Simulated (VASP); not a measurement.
# Pd (R-3m) in VASP: a series of runs

Runs on Pd. Level: LDA. Tasks: single point.

All numbers are computed with VASP 6.6.1; they aren't measurements. Logs are shortened: lines on timing, memory, paths and dates and some standing lists are left out, and cuts for length are marked.

### Step 1. The cell of the first run

It takes space group R-3m (No. 166, trigonal). The conventional cell has a = 2.792 Å, b = 2.792 Å, c = 6.535 Å, α = 90.00°, β = 90.00°, γ = 120.00°. Within 3.6 Å of Pd (site symmetry -3m) lie 12 Pd at 2.71 to 2.79 Å.

### Step 2. Single point, LDA (equal xy, yz and zx shear strains of -3 %)

INCAR reads:

```
PREC = Accurate ; ENCUT = 520
EDIFF = 1E-7 ; ISMEAR = -1
SIGMA = 0.05 ; LREAL = F
LASPH = T ; NELM = 80
ALGO = Normal ; ISIF = 2
LWAVE = F ; LCHARG = F
NBANDS = 11
```

KPOINTS reads:

```
Automatic mesh
0
Gamma
  18 18 18
```

POSCAR reads:

```
Pd
1.0
   -0.0583470000      1.9157265000      1.9157265000
    1.9157265000     -0.0583470000      1.9157265000
    1.9157265000      1.9157265000     -0.0583470000
Pd
1
Direct
    0.0000000000      0.0000000000      0.0000000000
```

Potentials or basis: VASP PAW LDA potentials, release 64 (Pd).

On the command line:

```console
$ cat potpaw_LDA.64/Pd/POTCAR > POTCAR
$ mpirun -np 1 vasp_std > vasp.out
```

OUTCAR:

```text
PREC = Accurate
   ENCUT = 520
   EDIFF = 1E-7
   ISMEAR = -1
   LREAL = F
   LASPH = T
   NELM = 80
   ISIF = 2

 ion  position               nearest neighbor table
   1  0.000  0.000  0.000-

  LATTYP: Found a trigonal (rhomboedric) cell.
 ALAT       =     2.7098746130
 COS(alpha) =     0.4693254694

  Lattice vectors:

 A1 = (  -0.0583470000,   1.9157265000,   1.9157265000)
 A2 = (   1.9157265000,  -0.0583470000,   1.9157265000)
 A3 = (   1.9157265000,   1.9157265000,  -0.0583470000)

Analysis of symmetry for initial positions (statically):
=====================================================================
 Subroutine PRICEL returns:
 Original cell was already a primitive cell.

 Routine SETGRP: Setting up the symmetry group for a
 trigonal (rhombohedral) supercell.

 Subroutine GETGRP returns: Found 12 space group operations
 (whereof 12 operations were pure point group operations)
 out of a pool of 12 trial point group operations.

The static configuration has the point symmetry D_3d.

Analysis of symmetry for dynamics (positions and initial velocities):
=====================================================================
 Subroutine PRICEL returns:
 Original cell was already a primitive cell.

 Routine SETGRP: Setting up the symmetry group for a
 trigonal (rhombohedral) supercell.

 Subroutine GETGRP returns: Found 12 space group operations
 (whereof 12 operations were pure point group operations)
 out of a pool of 12 trial point group operations.

The dynamic configuration has the point symmetry D_3d.

 Subroutine INISYM returns: Found 12 space group operations
 (whereof 12 operations are pure point group operations),
 and found     1 'primitive' translations

----------------------------------------------------------------------------------------

                                     Primitive cell

  volume of cell :      14.7037

  direct lattice vectors                    reciprocal lattice vectors
    -0.058347000  1.915726500  1.915726500    -0.249366622  0.257200129  0.257200129
     1.915726500 -0.058347000  1.915726500     0.257200129 -0.249366622  0.257200129
     1.915726500  1.915726500 -0.058347000     0.257200129  0.257200129 -0.249366622

  length of vectors
     2.709874613  2.709874613  2.709874613     0.441007398  0.441007398  0.441007398

  position of ions in fractional coordinates (direct lattice)
     0.000000000  0.000000000  0.000000000

  ion indices of the primitive-cell ions
   primitive index   ion index
                 1           1

[... 78 lines left out ...]
   ISYM   =      2    0-nonsym 1-usesym 2-fastsym
   POTIM  = 0.5000    time-step for ionic-motion
   TEBEG  =    0.0;   TEEND  =   0.0 temperature during run
   PSTRESS=    0.0 pullay stress
   NELECT =      10.0000    total number of electrons
   NUPDOWN=      -1.0000    fix difference up-down
   EMIN   =  10.00;   EMAX   =-10.00  energy-range for DOS
   EFERMI =   0.00;   METHOD = LEGACY
   ISMEAR =    -1;   SIGMA  =   0.05  broadening in eV -4-tet -1-fermi 0-gaus
   EFERMI_NEDOS =   21; number of points for ismear=-14 and -15
   IALGO  =     38    algorithm
   IMIX   =      4    mixing-type and parameters
     AMIX     =   0.40;   BMIX     =  1.00
     AMIX_MAG =   1.60;   BMIX_MAG =  1.00
  volume/ion in A,a.u.               =      14.70        99.23
  Fermi-wavevector in a.u.,A,eV,Ry     =   1.439681  2.720603 28.200544  2.072681
  Thomas-Fermi vector in A             =   2.558510
   LORBIT       =      0    0 simple, 1 ext, 2 COOP (PROOUT), +10 PAW based schemes
   GGA     = CA    functional components
   LHFCALC =     F    Hartree Fock is set to
   AEXX    =    0.0000 exact exchange contribution
   IVDW    =     0    specifies the selected vdW correction
   LEPSILON=     F    determine dielectric tensor
   LRPA    =     F    only Hartree local field effects (RPA)
 non-spin polarized calculation
  energy-cutoff  :      520.00
  volume of cell :       14.70
 maximum number of plane-waves:       410
   NGX = 11   NGY = 11   NGZ = 11

 number of electron      10.0000000 magnetization

 number of electron       9.9999998 magnetization

 Free energy of the ion-electron system (eV)
  ---------------------------------------------------
  ext. energy  EPLUGINS =         0.00000000
  ---------------------------------------------------
  free energy    TOTEN  =        -6.48525613 eV

  energy without entropy =       -6.46840616  energy(sigma->0) =       -6.47683115

 E-fermi :   9.6546     XC(G=0): -13.5344

 val. band max:        9.6543911750   @ k =  -0.3889   0.5000   0.2778
 cond. band min:       9.6560014245   @ k =   0.4444   0.1667  -0.0000
 fundamental gap:      0.0016102495
 Fermi energy:         9.6545863119

 k-point     1 :       0.0000    0.0000    0.0000
  band No.  band energies     occupation
      1       2.3856      2.00000
      2       6.5865      2.00000
      3       6.5865      2.00000
      4       7.0512      2.00000
      5       8.4448      2.00000
      6       8.4448      2.00000
      7      26.7362      0.00000
      8      31.0339      0.00000
      9      31.0339      0.00000
     10      32.5902      0.00000
     11      35.4089      0.00000
[... 309 lines left out ...]
 k-point    24 :      -0.2222    0.0556   -0.0000
  band No.  band energies     occupation
      1       4.0589      2.00000
      2       6.4638      2.00000
      3       6.8347      2.00000
      4       7.3554      2.00000
      5       8.3662      2.00000
      6       8.8588      2.00000
      7      24.2412      0.00000
      8      27.7791      0.00000
      9      31.7330      0.00000
     10      34.0806      0.00000
     11      35.1396      0.00000

 [... further k-points ...]

------------------------ aborting loop because EDIFF is reached ----------------------------------------

  FORCE on cell =-STRESS in cart. coord.  units (eV):
  Direction    XX          YY          ZZ          XY          YZ          ZX
  --------------------------------------------------------------------------------------
  -------------------------------------------------------------------------------------
  Total       -0.6658309     -0.6658309     -0.6658309      0.1907160      0.1907160      0.1907160
  in kB      -72.5519201    -72.5519201    -72.5519201     20.7812721     20.7812721     20.7812721
  external PRESSURE =     -72.5519201 kB  Pullay stress =       0.0000000 kB

 VOLUME and BASIS-vectors are now :
 -----------------------------------------------------------------------------
  energy-cutoff  :      520.00
  volume of cell :       14.70
      direct lattice vectors                 reciprocal lattice vectors
    -0.058347000  1.915726500  1.915726500    -0.249366622  0.257200129  0.257200129
     1.915726500 -0.058347000  1.915726500     0.257200129 -0.249366622  0.257200129
     1.915726500  1.915726500 -0.058347000     0.257200129  0.257200129 -0.249366622

 POSITION                                       TOTAL-FORCE (eV/Angst)
 -----------------------------------------------------------------------------------
      0.00000      0.00000      0.00000        -0.000000      0.000000     -0.000000
 -----------------------------------------------------------------------------------
    total drift:                                0.000000      0.000000      0.000000

  FREE ENERGIE OF THE ION-ELECTRON SYSTEM (eV)
  ---------------------------------------------------
  free  energy   TOTEN  =        -6.4852561279 eV

  energy  without entropy=       -6.4684061640  energy(sigma->0) =       -6.47683115
```

stdout:

```text
POSCAR found type information on POSCAR Pd
 POSCAR found :  1 types and       1 ions
 scaLAPACK will be used
 LDA part: xc-table for (Slater(with rela. corr.)+CA(PZ))
 , standard interpolation
 POSCAR, INCAR and KPOINTS ok, starting setup
 FFT: planning ... GRIDC
 FFT: planning ... GRID_SOFT
 FFT: planning ... GRID
 WAVECAR not read
 entering main loop
```

It took 73 s on 1 thread of Intel Xeon 8259CL, shared host; peak memory 0.2 GiB.

Results:

| Quantity | Value |
| --- | --- |
| Free energy | -6.4853 eV |
| Pressure | -7.3 GPa |
| Band gap on the k mesh | zero (bands 5 and 6 overlap by 1.75 eV) |

Caveat: the cell differs from its parent crystal (equal xy, yz and zx shear strains of -3 %); the cell stands under tension.

### Step 3. Single point, LDA (equal xy, yz and zx shear strains of -1 %)

INCAR reads:

```
PREC = Accurate
ENCUT = 520
EDIFF = 1E-6
ISMEAR = -1
SIGMA = 0.05
LREAL = False
LASPH = True
NELM = 80
ALGO = Normal
ISIF = 2
LWAVE = False
LCHARG = False
GGA = CA
NBANDS = 11
```

KPOINTS is that of step 2.

POSCAR reads:

```
Pd
1.0
   -0.0194490000      1.9351755000      1.9351755000
    1.9351755000     -0.0194490000      1.9351755000
    1.9351755000      1.9351755000     -0.0194490000
Pd
1
Direct
    0.0000000000      0.0000000000      0.0000000000
```

Potentials or basis: VASP PAW LDA potentials, release 64 (Pd).

On the command line:

```console
$ cat potpaw_LDA.64/Pd/POTCAR > POTCAR
$ mpirun -np 1 vasp_std > vasp.out
```

OUTCAR:

```text
PREC = Accurate
   ENCUT = 520
   EDIFF = 1E-6
   ISMEAR = -1
   LREAL = False
   LASPH = True
   NELM = 80
   ISIF = 2
   GGA = CA

 ion  position               nearest neighbor table
   1  0.000  0.000  0.000-

  LATTYP: Found a trigonal (rhomboedric) cell.
 ALAT       =     2.7368205449
 COS(alpha) =     0.4899250057

  Lattice vectors:

 A1 = (  -0.0194490000,   1.9351755000,   1.9351755000)
 A2 = (   1.9351755000,  -0.0194490000,   1.9351755000)
 A3 = (   1.9351755000,   1.9351755000,  -0.0194490000)

Analysis of symmetry for initial positions (statically):
=====================================================================
 Subroutine PRICEL returns:
 Original cell was already a primitive cell.

 Routine SETGRP: Setting up the symmetry group for a
 trigonal (rhombohedral) supercell.

 Subroutine GETGRP returns: Found 12 space group operations
 (whereof 12 operations were pure point group operations)
 out of a pool of 12 trial point group operations.

The static configuration has the point symmetry D_3d.

Analysis of symmetry for dynamics (positions and initial velocities):
[... 164 lines left out ...]

 k-point     1 :       0.0000    0.0000    0.0000
  band No.  band energies     occupation
      1       2.3785      2.00000
      2       6.7021      2.00000
      3       6.7021      2.00000
      4       6.8467      2.00000
      5       8.4094      2.00000
      6       8.4094      2.00000
      7      26.7635      0.00000
      8      31.3363      0.00000
      9      31.3363      0.00000
     10      31.8448      0.00000
     11      35.4017      0.00000
[... 309 lines left out ...]
 k-point    24 :      -0.2222    0.0556    0.0000
  band No.  band energies     occupation
      1       4.0845      2.00000
      2       6.5048      2.00000
      3       7.0031      2.00000
      4       7.1888      2.00000
      5       8.3046      2.00000
      6       8.8233      2.00000
      7      24.4235      0.00000
      8      27.8213      0.00000
      9      31.7513      0.00000
     10      34.1296      0.00000
     11      34.7018      0.00000

 [... further k-points ...]

------------------------ aborting loop because EDIFF is reached ----------------------------------------

  FORCE on cell =-STRESS in cart. coord.  units (eV):
  Direction    XX          YY          ZZ          XY          YZ          ZX
  --------------------------------------------------------------------------------------
  -------------------------------------------------------------------------------------
  Total       -0.7082688     -0.7082688     -0.7082688      0.0627716      0.0627716      0.0627716
  in kB      -77.1293322    -77.1293322    -77.1293322      6.8357226      6.8357226      6.8357226
  external PRESSURE =     -77.1293322 kB  Pullay stress =       0.0000000 kB

 VOLUME and BASIS-vectors are now :
 -----------------------------------------------------------------------------
  energy-cutoff  :      520.00
  volume of cell :       14.71
      direct lattice vectors                 reciprocal lattice vectors
    -0.019449000  1.935175500  1.935175500    -0.254511671  0.257095546  0.257095546
     1.935175500 -0.019449000  1.935175500     0.257095546 -0.254511671  0.257095546
     1.935175500  1.935175500 -0.019449000     0.257095546  0.257095546 -0.254511671

 POSITION                                       TOTAL-FORCE (eV/Angst)
 -----------------------------------------------------------------------------------
      0.00000      0.00000      0.00000         0.000000      0.000000     -0.000000
 -----------------------------------------------------------------------------------
    total drift:                                0.000000     -0.000000      0.000000

  FREE ENERGIE OF THE ION-ELECTRON SYSTEM (eV)
  ---------------------------------------------------
  free  energy   TOTEN  =        -6.4924974996 eV

  energy  without entropy=       -6.4745570005  energy(sigma->0) =       -6.48352725
```

OSZICAR:

```text
N       E                     dE             d eps       ncg     rms          rms(c)
DAV:   1     0.418631143050E+02    0.41863E+02   -0.51770E+03 12792   0.854E+02
DAV:   2    -0.625924026096E+01   -0.48122E+02   -0.46506E+02 14264   0.183E+02
DAV:   3    -0.683191671200E+01   -0.57268E+00   -0.57011E+00 15407   0.214E+01
DAV:   4    -0.683434804721E+01   -0.24313E-02   -0.24310E-02 15546   0.146E+00
DAV:   5    -0.683437262548E+01   -0.24578E-04   -0.24579E-04 16984   0.133E-01    0.820E+00
DAV:   6    -0.650878951812E+01    0.32558E+00   -0.13928E+00 15811   0.946E+00    0.384E+00
DAV:   7    -0.649755923606E+01    0.11230E-01   -0.29514E-02 16670   0.103E+00    0.202E+00
DAV:   8    -0.649252463348E+01    0.50346E-02   -0.17665E-03 15933   0.426E-01    0.824E-02
DAV:   9    -0.649249518217E+01    0.29451E-04   -0.23153E-04 17496   0.126E-01    0.179E-02
DAV:  10    -0.649249758432E+01   -0.24021E-05   -0.66201E-06 15837   0.254E-02    0.111E-02
DAV:  11    -0.649249749963E+01    0.84687E-07   -0.14009E-07 11081   0.386E-03
   1 F= -.64924975E+01 E0= -.64835273E+01  d E =-.179405E-01
```

stdout:

```text
POSCAR found type information on POSCAR Pd
 POSCAR found :  1 types and       1 ions
 scaLAPACK will be used
 LDA part: xc-table for (Slater(with rela. corr.)+CA(PZ))
 , standard interpolation
 POSCAR, INCAR and KPOINTS ok, starting setup
 FFT: planning ... GRIDC
 FFT: planning ... GRID_SOFT
 FFT: planning ... GRID
 WAVECAR not read
 entering main loop
```

Wall time 60 s (1 thread of Intel Xeon 8259CL, shared host); peak memory 0.2 GiB.

Results:

```yaml
Free_energy: -6.4925 eV
Pressure: -7.7 GPa
Band_gap_on_the_k_mesh: zero (bands 5 and 6 overlap by 1.64 eV)
```

Caveat: the cell differs from its parent crystal (equal xy, yz and zx shear strains of -1 %); the cell stands under tension.

(Continued in part 2 of 2.)
